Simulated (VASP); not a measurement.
Write the native input for VASP 6.6.1 that does the following.

```
Task                   : relaxation of cell and atoms
Functional             : PBE
Potentials or basis    : VASP PAW PBE potentials, release 64 (Os)
Cutoff                 : 600 eV
k mesh                 : 17 × 17 × 16
Occupations            : fermi-dirac, width 0.1 eV
Spin                   : no spin polarisation
Target pressure        : 40 GPa
Dipole correction      : no
Further INCAR settings : ALGO = Normal; EDIFF = 1e-06; IBRION = 2; EDIFFG = -0.005; NSW = 32; ISIF = 3
```

The structure of Os lies in POSCAR:

```
Os
1.0
    2.5867495672      0.0000000000      0.0000000000
   -1.2933747836      2.2401908385      0.0000000000
    0.0000000000      0.0000000000      2.4576371420
Os
1
Direct
    0.0000000000      0.0000000000      0.0000000000
```

This isn't the form of Os at room conditions, which is hcp.

These files were run (other wordings do the same):

INCAR

```
PREC     = Accurate       # precision mode
ENCUT    = 600            # plane-wave cutoff, eV
EDIFF    = 1E-6           # SCF threshold, eV
ISMEAR   = -1             # smearing method
SIGMA    = 0.1            # smearing width, eV
LREAL    = F              # projectors in reciprocal space
LASPH    = T              # aspherical terms in the spheres
NELM     = 60             # most SCF steps
ALGO     = Normal         # electronic algorithm
ISIF     = 3              # what is computed and relaxed
LWAVE    = F              # write WAVECAR
LCHARG   = F              # write CHGCAR
GGA      = PE             # functional
IBRION   = 2              # ionic algorithm
NSW      = 32             # ionic steps
EDIFFG   = -0.005         # ionic threshold
PSTRESS  = 400.0
```

KPOINTS

```
regular mesh
0
Gamma
  17 17 16
```

Potentials or basis: VASP PAW PBE potentials, release 64 (Os).

Command:

```sh
$ cat potpaw_PBE.64/Os/POTCAR > POTCAR
$ mpirun -np 1 vasp_std > vasp.out
```

Results of the run:

The relaxed volume is 14.27 Å³/atom, the relaxed cell is a = 2.589 Å, b = 2.589 Å, c = 2.458 Å, α = 90.00°, β = 90.00°, γ = 120.00° and the space group after relaxing (to 0.1 Å) is P6/mmm (No. 191). The energy change on relaxing (the run minimises the enthalpy) is -6.3 meV/atom. The ionic steps are 6, the pressure after relaxing is 40.0 GPa and the band gap on the k mesh is zero (bands 4 and 5 overlap by 5.36 eV).

Caveat: the cell is relaxed towards a set pressure, so the run minimises the enthalpy, not the energy; spin-orbit coupling is left out, which moves the levels of the heavy elements.

Run time: 110 s on 1 thread of Intel Xeon 8259CL, with other jobs on the host, peak memory 0.17 GiB.
